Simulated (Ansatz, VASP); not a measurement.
**One calculation of Ba, two programs**

The input INCAR:

```
SYSTEM = Ba
ALGO = Normal ; EDIFF = 1E-7
ENCUT = 520 ; GGA = PE
ISIF = 2 ; ISMEAR = 0
LASPH = .True. ; LCHARG = .False.
LREAL = .False. ; LWAVE = .False.
NBANDS = 28 ; NELM = 100
PREC = Accurate ; SIGMA = 0.1
```

File KPOINTS:

```
k-points
0
Gamma
  8 8 6
  0 0 0
```

File POSCAR:

```
Ba
1.0
    3.5209123894     -4.5725489547      0.0030880422
    3.5341861642      4.5827355369     -0.0060086706
   -0.0026971870     -0.0064469349      6.4525266292
Ba
4
Direct
    0.8556772319      0.1433148344      0.2516234692
    0.1413847507      0.8553415703      0.7537014489
    0.4857287125      0.5114524421      0.2435578068
    0.5172093050      0.4898911532      0.7511172751
```

Input for Ansatz:

```yaml
crystal:
  lattice:
    - [3.5209123894, -4.5725489547, 0.0030880422]
    - [3.5341861642, 4.5827355369, -0.0060086706]
    - [-0.002697187, -0.0064469349, 6.4525266292]
  atoms:
    - { symbol: Ba, position: [0.8556772319, 0.1433148344, 0.2516234692] }
    - { symbol: Ba, position: [0.1413847507, 0.8553415703, 0.7537014489] }
    - { symbol: Ba, position: [0.4857287125, 0.5114524421, 0.2435578068] }
    - { symbol: Ba, position: [0.517209305, 0.4898911532, 0.7511172751] }
basis:
  ecutwfc: 420
kpoints:
  mp_grid: { grid: [8, 8, 6] }
hamiltonian:
  xc: pbe
scf:
  occupations: { method: gaussian, width: 0.1 }
output:
  forces: true
  stress: true
  eigenvalues: true
```

Change from the starting cell: all atoms moved at random, cell strained at random.

Alike in both runs: task single point; functional PBE; k mesh 8 × 8 × 6; occupations gaussian, width 0.1 eV; no spin polarisation.

|  | VASP | Ansatz |
| --- | --- | --- |
| version | VASP 6.6.1 | Ansatz 0.2.0 |
| potentials or method | VASP PAW PBE potentials, release 64 (Ba_sv), cutoff 520 eV | scalar-relativistic, plane waves, PAW |
| valence electrons in the cell | 40 | 40 |

```tsv
	VASP	Ansatz	Ansatz less VASP
gap on the k mesh at the Fermi level (eV)	none	none	-
pressure (GPa)	1.8	1.4	-0.39
traceless stress, the component that is largest in VASP (GPa)	0.91	0.78	-0.128
rms of the force components (eV/Å)	0.378	0.349	-0.0294
```

Atom by atom the forces differ by 0.032 eV/Å (rms over components). A gap of «none» marks a metal or a gap that the smearing closes.

Spin-orbit coupling is off throughout.
